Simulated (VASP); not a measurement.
**Be3Cd2S: relaxation of cell and atoms with PBE**

Be3Cd2S:

```xyz
6
Lattice="3.6076 0.0000 0.0000 -1.8038 3.1243 0.0000 0.0000 0.0000 11.1920" Properties=species:S:1:pos:R:3 pbc="T T T"
Be    1.8038    1.0414    5.5960
Be    0.0000    0.0000    0.0000
Be    0.0000    0.0000    5.5960
Cd    0.0000    2.0829    4.0148
Cd    0.0000    2.0829    7.1772
S     1.8038    1.0414    0.0000
```

```yaml
Program: VASP 6.6.1
Task: relaxation of cell and atoms
Functional: PBE
Potentials_or_basis: VASP PAW PBE potentials, release 64 (Be, Cd, S)
Cutoff: 600 eV
k_mesh: 12 × 12 × 4
Occupations: gaussian, width 0.1 eV
Spin: no spin polarisation
Dipole_correction: no
Further_INCAR_settings: ALGO = Normal; EDIFF = 1e-07; IBRION = 2; EDIFFG = -0.01; NSW = 100; ISIF = 3
```

```
Relaxed volume                         : 21.08 Å³/atom
Relaxed cell                           : a = 3.609 Å, b = 3.609 Å, c = 11.209 Å, α = 90.00°, β = 90.00°, γ = 120.00°
Space group after relaxing (to 0.05 Å) : P-6m2 (No. 187)
Energy gained by relaxing              : 0.0 meV/atom
Ionic steps                            : 4
Pressure after relaxing                : 0.0 GPa
Largest force after relaxing           : 0.008 eV/Å
Band gap on the k mesh                 : zero (band 18 reaches 3.70 eV, above the bottom of band 19 at 1.23 eV)
```

Forces on the atoms (eV/Å):
```
Be   0.000  0.000  0.000
Be   0.000  0.000  0.000
Be   0.000  0.000  0.000
Cd   0.000  0.000 -0.008
Cd   0.000  0.000  0.008
S    0.000  0.000  0.000
```

Stress tensor (GPa, compression positive):
```
-0.05  0.00  0.00
 0.00 -0.05  0.00
 0.00  0.00  0.03
```

The path:
```tsv
step	energy change (eV)	largest force (eV/Å)	pressure (GPa)	volume (Å³)
1	0.0000	0.0323	0.11	126.15
2	-0.0002	0.0156	0.00	126.40
3	-0.0002	0.0112	-0.03	126.47
4	-0.0002	0.0078	-0.03	126.46
```

Final structure:
```cif
data_structure
_symmetry_space_group_name_H-M 'P 1'
_symmetry_Int_Tables_number 1
_cell_length_a 3.6093
_cell_length_b 3.6093
_cell_length_c 11.2086
_cell_angle_alpha 90.000
_cell_angle_beta 90.000
_cell_angle_gamma 120.000
_cell_volume 126.46
loop_
_atom_site_label
_atom_site_type_symbol
_atom_site_fract_x
_atom_site_fract_y
_atom_site_fract_z
_atom_site_occupancy
Be1 Be 0.66667 0.33333 0.50000 1
Be2 Be 0.00000 0.00000 0.00000 1
Be3 Be 0.00000 0.00000 0.50000 1
Cd1 Cd 0.33333 0.66667 0.35845 1
Cd2 Cd 0.33333 0.66667 0.64155 1
S1 S 0.66667 0.33333 0.00000 1
```

Levels at points of the mesh, in eV from the Fermi level:
```csv
k point,band 14,band 15,band 16,band 17,band 18,band 19,band 20,band 21,band 22
"(0.00, 0.00, 0.00)",-4.35,-3.41,-3.41,-1.64,1.43,2.26,2.26,2.48,3.56
"(0.50, 0.00, 0.00)",-4.60,-4.29,-3.08,-1.62,-1.21,-0.25,1.40,1.62,2.23
"(0.00, 0.00, 0.50)",-4.65,-3.41,-3.41,-1.10,0.55,2.26,2.26,2.88,3.57
"(0.50, 0.00, 0.50)",-4.60,-4.30,-3.03,-1.66,-1.19,-0.26,0.81,2.23,2.42
```

Run time: 4.2 min on 1 thread of Intel(R) Xeon(R) 6975P-C (Granite Rapids), with other jobs on the host, peak memory 0.4 GiB.
